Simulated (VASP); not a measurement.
Runs of VASP 6.6.1 on Ag. The structure is that of space group P6/mmm (No. 191), or close to it. The cells are those of the table. 

| cell | k mesh | gap on the mesh (eV) | pressure (GPa) |
| --- | --- | --- | --- |
| a = 4.738, b = 4.738, c = 2.835 Å, angles 90.0, 90.0, 120.0°, 3 atoms | 9 × 9 × 13 | none | -3.3 |
| a = 4.676, b = 4.676, c = 2.798 Å, angles 90.0, 90.0, 120.0°, 3 atoms | 8 × 8 × 11 | none | 0.2 |
| a = 4.481, b = 4.481, c = 2.681 Å, angles 90.0, 90.0, 120.0°, 3 atoms | 9 × 9 × 13 | none | 18.5 |
| a = 4.676, b = 4.676, c = 2.798 Å, angles 90.0, 90.0, 120.0°, 3 atoms | 9 × 9 × 13 | none | 0.2 |
| a = 4.613, b = 4.613, c = 2.760 Å, angles 90.0, 90.0, 120.0°, 3 atoms | 9 × 9 × 13 | none | 4.7 |
| a = 4.548, b = 4.548, c = 2.721 Å, angles 90.0, 90.0, 120.0°, 3 atoms | 9 × 9 × 13 | none | (b) |
| a = 4.798, b = 4.798, c = 2.871 Å, angles 90.0, 90.0, 120.0°, 3 atoms | 9 × 9 × 13 | none | (a) |

Alike in all rows: task single point; level r2SCAN; potentials or basis VASP PAW PBE potentials, release 64 (Ag); no spin polarisation; cutoff (eV) 520; smearing fermi-dirac 0.1 eV.

Task: Fill in the values left out.

Result: (a) -6.0; (b) 10.7.

Caveats: the PAW data sets were made with another functional, which shifts forces and pressure a little.

A k mesh can miss the band edges, and the runs leave out spin-orbit coupling on Ag.

A gap of «none» marks levels without a gap at the run's occupations.
